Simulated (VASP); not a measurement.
Write the native input for VASP 6.6.1 that does the following.

- Task: single point
- Functional: revPBE
- Dispersion: D3(BJ)
- Potentials or basis: VASP PAW PBE potentials, release 64 (Si, O)
- Cutoff: 520 eV
- k mesh: 9 × 9 × 9
- Occupations: fermi-dirac, width 0.05 eV
- Spin: no spin polarisation
- Dipole correction: no
- Further INCAR settings: ALGO = Normal; EDIFF = 1e-06; NBANDS = 12

The structure of SiO lies in POSCAR:

```
SiO
1.0
    2.7800669636      0.0000000000      0.0000000000
    0.0000000000      2.7800669636      0.0000000000
    0.0000000000      0.0000000000      2.7800669636
Si O
1 1
Direct
    0.0000000000      0.0000000000      0.0000000000
    0.5000000000      0.5000000000      0.5000000000
```

These files were run (other wordings do the same):

INCAR

```
SYSTEM = SiO
  ALGO = Normal
  EDIFF = 1E-6
  ENCUT = 520
  GGA = RE
  ISIF = 2
  ISMEAR = -1
  IVDW = 12
  LASPH = .True.
  LCHARG = .True.
  LELF = .True.
  LREAL = .False.
  LVHAR = .True.
  LWAVE = .False.
  NBANDS = 12
  NELM = 80
  PREC = Accurate
  SIGMA = 0.05
```

KPOINTS

```
k-points
0
Gamma
  9 9 9
  0 0 0
```

Potentials or basis: VASP PAW PBE potentials, release 64 (Si, O).

Command:

```sh
$ cat potpaw_PBE.64/Si/POTCAR potpaw_PBE.64/O/POTCAR > POTCAR
$ mpirun -np 1 vasp_std > vasp.out
```

It gave:

```
Pressure                   : -0.2 GPa
Band gap on the k mesh     : zero (band 5 reaches 8.68 eV, above the bottom of band 6 at 7.97 eV)
Dispersion energy per atom : -0.501 eV
```

Caveat: the PAW data sets were made with another functional, which shifts forces and pressure a little; pairwise dispersion overbinds metals, which lowers pressure and volume.

Run time: 5.4 s on 1 thread of Intel Xeon 6975P-C, with other jobs on the host, peak memory 0.14 GiB.
